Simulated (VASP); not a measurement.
A run of VASP 6.6.1 is set up as follows.

INCAR

```
SYSTEM = Ir3O8
PREC = Accurate
ENCUT = 520
EDIFF = 1E-6
ISMEAR = -1
SIGMA = 0.5
LREAL = .FALSE.
LASPH = .TRUE.
NELM = 120
ALGO = Normal
ISIF = 2
LWAVE = .FALSE.
LCHARG = .FALSE.
GGA = PE
NBANDS = 60
GGA_COMPAT = .FALSE.
```

The input KPOINTS:

```
regular mesh
0
G
  4 4 4
  0 0 0
```

File POSCAR:

```
Ir3O8
1.0
    0.0000000000      4.5612761000      3.1890623700
    4.5612761000      0.0000000000      3.1890623700
    4.5612761000      4.5612761000      0.0000000000
Ir O
3 8
Direct
    0.2605343168      0.2628171273      0.2369336738
    0.7364650375      0.7387626984      0.7610037289
   -0.0014708021      0.0008078622     -0.0010456524
   -0.0014264465      0.0008340277      0.6890634530
    0.4984835453      0.5007622255      0.1871018501
    0.4273704884      0.0224063785      0.7737682335
    0.9769168398      0.5719782722      0.2241578865
   -0.0014715187      0.0007522169      0.3088516638
    0.4985734938      0.5007568799      0.8108422990
    0.0201143983      0.4295921915      0.7738071296
    0.5696873739      0.9792385936      0.2241192115
```

Potentials or basis: VASP PAW PBE potentials, release 64 (Ir_sv_GW, O).

Run with:

```console
$ cat potpaw_PBE.64/Ir_sv_GW/POTCAR potpaw_PBE.64/O/POTCAR > POTCAR
$ mpirun -np 1 vasp_std > vasp.out
```

(1) What does it give for the band gap on the k mesh?

(2) What does it give for the largest force?

(3) Predict the pressure.

Results:

(1) zero (an odd number of electrons rules out a gap without spin polarisation).

(2) 0.111 eV/Å.

(3) -3.7 GPa.

Caveat: so wide a smearing shifts energies and pressures; spin-orbit coupling is left out, which moves the levels of the heavy elements; an odd number of electrons without spin polarisation forces a metal; a magnetic or distorted state may lie lower.
